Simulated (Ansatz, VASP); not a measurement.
**BaO: VASP beside Ansatz**

```
Ba O
1.0
     0.02750    2.76375    2.76375
     2.76375    0.02750    2.76375
     2.76375    2.76375    0.02750
Ba O
1 1
Cartesian
  0.0000 0.0000 0.0000
  2.7775 2.7775 2.7775
```

Change from the starting cell: equal xy, yz and zx shear strains of +1 %, crystal datasets.

Alike in both runs: task electric field gradients; functional PBE; k mesh 8 × 8 × 8; occupations fermi-dirac, width 0.02 eV; no spin polarisation.

|  | VASP | Ansatz |
| --- | --- | --- |
| version | VASP 6.6.1 | Ansatz 0.2.0 |
| potentials or method | VASP PAW PBE potentials, release 64 (Ba_sv, O), cutoff 520 eV | all-electron PAW with datasets made for the crystal, scalar-relativistic |

|  | VASP | Ansatz | Ansatz less VASP |
| --- | --- | --- | --- |
| gap on the k mesh at the Fermi level (eV) | 1.90 | 1.97 | +0.069 |
| pressure (GPa) | 4.9 | 3.0 | -1.85 |
| traceless stress, the component that is largest in VASP (GPa) | -0.36 | -0.35 | +0.006 |
| size of Vzz on the site where it differs most (V/Å²) | 14.5 | 14.4 | -0.09 |

Ansatz ran all-electron here, and VASP with PAW potentials.

Neither program's run includes spin-orbit coupling.
